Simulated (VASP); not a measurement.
A run of VASP 6.6.1 is set up as follows.

Contents of INCAR:

```
PREC     = Accurate       # precision mode
ENCUT    = 400            # plane-wave cutoff, eV
EDIFF    = 1E-6           # SCF threshold, eV
ISMEAR   = -1             # smearing method
SIGMA    = 0.05           # smearing width, eV
LREAL    = False          # projectors in reciprocal space
LASPH    = True           # aspherical terms in the spheres
NELM     = 120            # most SCF steps
ALGO     = Normal         # electronic algorithm
ISIF     = 2              # what is computed and relaxed
LWAVE    = False          # write WAVECAR
LCHARG   = False          # write CHGCAR
GGA      = PS             # functional
NBANDS   = 31             # bands
GGA_COMPAT= False
```

File KPOINTS:

```
Automatic mesh
0
Gamma
  6 6 3
```

Contents of POSCAR:

```
AlGa2As3
1.0
    2.8300000000     -2.8300000000      0.0000000000
    0.0000000000      2.8300000000     -2.8300000000
    5.6617022580      5.6617022580      5.6617022580
Ga As Al
2 3 1
Direct
    0.0000000000      0.0000000000      0.9999900000
    0.3333330000      0.6666670000      0.3326350000
    0.0000000000      0.0000000000      0.2495530000
    0.3333330000      0.6666670000      0.5828620000
    0.6666670000      0.3333330000      0.9163410000
    0.6666670000      0.3333330000      0.6657170000
```

Potentials or basis: VASP PAW PBE potentials, release 64 (Ga_d, As, Al).

Command:

```console
$ cat potpaw_PBE.64/Ga_d/POTCAR potpaw_PBE.64/As/POTCAR potpaw_PBE.64/Al/POTCAR > POTCAR
$ mpirun -np 1 vasp_std > vasp.out
```

(1) Estimate the band gap on the k mesh.

(2) Estimate the largest force.

Results:

(1) 0.75 eV, direct.

(2) 0.008 eV/Å.

Caveat: the PAW data sets were made with another functional, which shifts forces and pressure a little.
